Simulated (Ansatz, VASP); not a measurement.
PtSe2 in VASP and in Ansatz

```
Se Pt
1.0
     3.76072    0.00000    0.00000
     0.00000    4.86331    0.00000
     0.00000    0.00000   26.94191
Se Pt
8 4
Direct
  0.00000 0.34092 0.28431
  0.00000 0.79281 0.35100
  0.50000 0.31260 0.40366
  0.50000 0.75328 0.47191
  0.00000 0.24673 0.52809
  0.00000 0.68740 0.59634
  0.50000 0.20720 0.64900
  0.50000 0.65908 0.71569
  0.50000 0.07849 0.31886
  0.00000 0.03721 0.43848
  0.50000 0.96279 0.56152
  0.00000 0.92151 0.68114
```

Alike in both runs: functional PBEsol; k mesh 9 × 7 × 1; occupations gaussian, width 0.1 eV; no spin polarisation.

Ansatz relaxed the structure, and its values are those at the end. VASP's run is a single point on that final structure, the one shown.

```csv
,VASP,Ansatz
version,VASP 6.6.1,Ansatz 0.2.0
potentials or method,"VASP PAW PBE potentials, release 64 (Se, Pt), cutoff 520 eV","scalar-relativistic, plane waves, PAW"
valence electrons in the cell,88,200
```

Ansatz gave:

| Item | Value |
| --- | --- |
| gap on the k mesh at the Fermi level (eV) | none |
| rms of the force components (eV/Å) | 0.006 |

**Question.** What did VASP give for the same quantities?

**Answer.** gap on the k mesh at the Fermi level (eV): none; rms of the force components (eV/Å): 0.009.

VASP's potentials were made for PBE, not for PBEsol. A gap of «none» marks a metal or a gap that the smearing closes. The functional is the same, so the differences come from potentials, cutoffs and numerics. VASP's potentials hold 88 valence electrons a cell and Ansatz's 200, so a difference there can come from the potentials and not from the codes. Ansatz's warnings: xc potential rough in thin density.

Spin-orbit coupling is off throughout.
